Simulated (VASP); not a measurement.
A run of VASP 6.6.1 is set up as follows.

Contents of POSCAR:

```
LiCl
1.0
    0.0000000000      2.5560369926      2.5560369926
    2.5560369926      0.0000000000      2.5560369926
    2.5560369926      2.5560369926      0.0000000000
Li Cl
1 1
Direct
    0.0000000000      0.0000000000      0.0000000000
    0.5000000000      0.5000000000      0.5000000000
```

The input INCAR.step1:

```
  PREC = Accurate
  ENCUT = 830
  ISMEAR = 0
  SIGMA = 0.01
  LREAL = F
  LASPH = T
  NELM = 120
  NBANDS = 12
  GGA = PE
  ALGO = Normal
  EDIFF = 1E-5
  LWAVE = T
  LCHARG = F
  GGA_COMPAT = F
```

INCAR.step2

```
  PREC = Accurate
  ENCUT = 830
  EDIFF = 1E-6
  ISMEAR = 0
  SIGMA = 0.01
  LREAL = F
  LASPH = T
  NELM = 120
  ALGO = Normal
  ISIF = 2
  LWAVE = F
  LCHARG = F
  METAGGA = R2SCAN
  LMIXTAU = T
  NBANDS = 12
  ISTART = 1
  GGA_COMPAT = F
```

File KPOINTS:

```
Automatic mesh
0
Gamma
  6 6 6
```

Potentials or basis: VASP PAW PBE potentials, release 64 (Li_sv, Cl).

Launch:

```console
$ cat potpaw_PBE.64/Li_sv/POTCAR potpaw_PBE.64/Cl/POTCAR > POTCAR
$ cp INCAR.step1 INCAR
$ mpirun -np 1 vasp_std > vasp.out
$ cp INCAR.step2 INCAR
$ mpirun -np 1 vasp_std > vasp.out
```

**Question.** Estimate the band gap on the k mesh.

**Answer.** 7.36 eV.

**Question.** Estimate the pressure.

**Answer.** -0.5 GPa.

Caveat: the PAW data sets were made with another functional, which shifts forces and pressure a little. A k mesh can miss the band edges.
